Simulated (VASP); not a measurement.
Here is a VASP 6.6.1 calculation.

INCAR

```
SYSTEM = B2O3
  PREC = Accurate
  ENCUT = 520
  EDIFF = 1E-7
  ISMEAR = -1
  SIGMA = 0.293
  LREAL = Auto
  LASPH = .True.
  NELM = 80
  ALGO = Normal
  ISIF = 2
  LWAVE = .False.
  LCHARG = .False.
  GGA = PE
  NBANDS = 49
  ISYM = 0
```

KPOINTS

```
regular mesh
0
Gamma
  1 1 1
  0 0 0
```

File POSCAR:

```
B2O3
1.0
    5.8498440000      0.0085590000      0.0958080000
    0.0085590000      5.7194010000      0.0236370000
    0.0958080000      0.0236370000      5.5609530000
B O
6 9
Direct
    0.5110471463      0.4477633382      1.2944901374
    0.1938181784      0.6974287839      0.2870595281
    0.9775750474      0.8261742523      0.5602272145
    0.5904828659      1.0556898044      0.6593363903
    1.1019149751      0.4298689610      0.9127530690
    0.7458891947      0.2342090590      0.0431276525
    0.5211928746      0.3988056007      1.0522045385
   -0.0412755337      0.2859577833      0.1188410228
    0.5033687581      0.0767582191      0.4633257846
    0.1840245330      0.6345790978      1.0558703574
    0.1067315516      0.8868321694      0.3824803431
    0.1025228105      0.3839958509      0.6705695921
    0.3846375465      0.6072253259      0.3905635708
    0.6865224486      1.0581923677      0.8931999900
    0.8502038741      0.7022272022      0.7278056698
```

Potentials or basis: VASP PAW PBE potentials, release 64 (B, O).

Command:

```bash
$ cat potpaw_PBE.64/B/POTCAR potpaw_PBE.64/O/POTCAR > POTCAR
$ mpirun -np 1 vasp_gam > vasp.out
```

What does it give for the band gap on the k mesh?

1.35 eV.

Predict the largest force.

8.961 eV/Å.

Stress tensor (GPa, compression positive):
```
  3.08  -8.56  -3.00
 -8.56   2.75   5.30
 -3.00   5.30 -11.15
```

Caveat: the k points lie up to 1.13 Å⁻¹ apart.
